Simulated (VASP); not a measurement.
Here is a VASP 6.6.1 calculation.

File INCAR:

```
SYSTEM = AgBr
PREC = Accurate
ENCUT = 500
EDIFF = 1E-6
ISMEAR = -1
SIGMA = 0.02
LREAL = .False.
LASPH = .True.
NELM = 120
ALGO = Normal
ISIF = 2
LWAVE = .False.
LCHARG = .True.
GGA = PS
LELF = .True.
LVHAR = .True.
NBANDS = 16
GGA_COMPAT = .False.
```

File KPOINTS:

```
regular mesh
0
Gamma
  7 7 7
  0 0 0
```

POSCAR

```
AgBr
1.0
   -0.0288605000      2.8716197500      2.8716197500
    2.8716197500     -0.0288605000      2.8716197500
    2.8716197500      2.8716197500     -0.0288605000
Ag Br
1 1
Direct
    0.5000000000      0.5000000000      0.5000000000
    0.0000000000      0.0000000000      0.0000000000
```

Potentials or basis: VASP PAW PBE potentials, release 64 (Ag, Br).

The run is started by

```bash
$ cat potpaw_PBE.64/Ag/POTCAR potpaw_PBE.64/Br/POTCAR > POTCAR
$ mpirun -np 1 vasp_std > vasp.out
```

Estimate the pressure.

-2.4 GPa.

Estimate the band gap on the k mesh.

0.57 eV (least direct gap 2.34 eV).

Stress tensor (GPa, compression positive):
```
-2.35  0.08  0.08
 0.08 -2.35  0.08
 0.08  0.08 -2.35
```

Caveat: the cell differs from its parent crystal (equal xy, yz and zx shear strains of -1 %); semilocal functionals underestimate gaps, and a narrow one can read as zero; the PAW data sets were made with another functional, which shifts forces and pressure a little. A k mesh can miss the band edges.
